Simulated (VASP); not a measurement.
A run of VASP 6.6.1 is set up as follows.

The input INCAR:

```
PREC     = Accurate       # precision mode
ENCUT    = 520            # plane-wave cutoff, eV
EDIFF    = 1E-7           # SCF threshold, eV
ISMEAR   = 0              # smearing method
SIGMA    = 0.01           # smearing width, eV
LREAL    = F              # projectors in reciprocal space
LASPH    = T              # aspherical terms in the spheres
NELM     = 60             # most SCF steps
ALGO     = Normal         # electronic algorithm
ISIF     = 2              # what is computed and relaxed
LWAVE    = F              # write WAVECAR
LCHARG   = F              # write CHGCAR
NBANDS   = 26             # bands
```

KPOINTS

```
Automatic mesh
0
Gamma
  6 6 4
```

File POSCAR:

```
CdS
1.0
    4.0938762419      0.0000000000      0.0000000000
   -2.0469381210      3.5454008255      0.0000000000
    0.0000000000      0.0000000000      6.6065062485
Cd S
2 2
Direct
    0.3333333333      0.6666666667     -0.0016838731
    0.6666666667      0.3333333333      0.4983161269
    0.3333333333      0.6666666667      0.3766838731
    0.6666666667      0.3333333333      0.8766838731
```

Potentials or basis: VASP PAW LDA potentials, release 64 (Cd, S).

Launch:

```console
$ cat potpaw_LDA.64/Cd/POTCAR potpaw_LDA.64/S/POTCAR > POTCAR
$ mpirun -np 1 vasp_std > vasp.out
```

**Question.** What does it give for the pressure?

**Answer.** 0.2 GPa.

**Question.** Estimate the band gap on the k mesh.

**Answer.** 1.06 eV, direct.

Stress tensor (GPa, compression positive):
```
0.04 0.00 0.00
0.00 0.04 0.00
0.00 0.00 0.53
```

Caveat: the cell differs from its parent crystal (in-plane strain +0.005, then relaxed in part).
